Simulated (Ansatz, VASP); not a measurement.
## Sb in VASP and in Ansatz

INCAR

```
ALGO = Normal ; EDIFF = 1E-6
ENCUT = 520 ; GGA = PE
ISIF = 2 ; ISMEAR = -1
LASPH = T ; LCHARG = F
LREAL = F ; LWAVE = F
NBANDS = 12 ; NELM = 60
PREC = Accurate ; SIGMA = 0.05
```

KPOINTS

```
k-points
0
Gamma
  9 9 9
```

Contents of POSCAR:

```
Sb
1.0
    2.1542000000      1.2437279499      3.7580000000
   -2.1542000000      1.2437279499      3.7580000000
    0.0000000000     -2.4874558998      3.7580000000
Sb
2
Direct
    0.2334900000      0.2334900000      0.2334900000
    0.7665100000      0.7665100000      0.7665100000
```

Input for Ansatz:

```yaml
crystal:
  lattice:
    - [2.1542, 1.2437279499, 3.758]
    - [-2.1542, 1.2437279499, 3.758]
    - [0.0, -2.4874558998, 3.758]
  atoms:
    - { symbol: Sb, position: [0.23349, 0.23349, 0.23349] }
    - { symbol: Sb, position: [0.76651, 0.76651, 0.76651] }
kpoints:
  mp_grid: { grid: [9, 9, 9] }
scf:
  occupations: { method: fermi_dirac, width: 0.05 }
hamiltonian:
  xc: pbe
  pseudopotentials: { kind: all_electron, lapw: { basis_error: 0.001 } }
output:
  forces: true
  stress: true
  eigenvalues: true
  populations: true
```

Alike in both runs: task single point; functional PBE; k mesh 9 × 9 × 9; occupations fermi-dirac, width 0.05 eV; no spin polarisation.

```csv
,VASP,Ansatz
version,VASP 6.6.1,Ansatz 0.2.0
potentials or method,"VASP PAW PBE potentials, release 64 (Sb), cutoff 520 eV","all-electron LAPW, scalar-relativistic"
```

VASP gave:

| Property | Result |
| --- | --- |
| pressure (GPa) | 2.8 |
| traceless stress, the component that is largest in VASP (GPa) | -0.36 |
| rms of the force components (eV/Å) | 0.127 |

Task: Estimate Ansatz's values.

Result: Pressure (GPa): 2.7; traceless stress, the component that is largest in VASP (GPa): -0.32; rms of the force components (eV/Å): 0.102.

Atom by atom the forces differ by 0.026 eV/Å (rms over components). Ansatz ran all-electron here, and VASP with PAW potentials.

Spin-orbit coupling is off throughout.
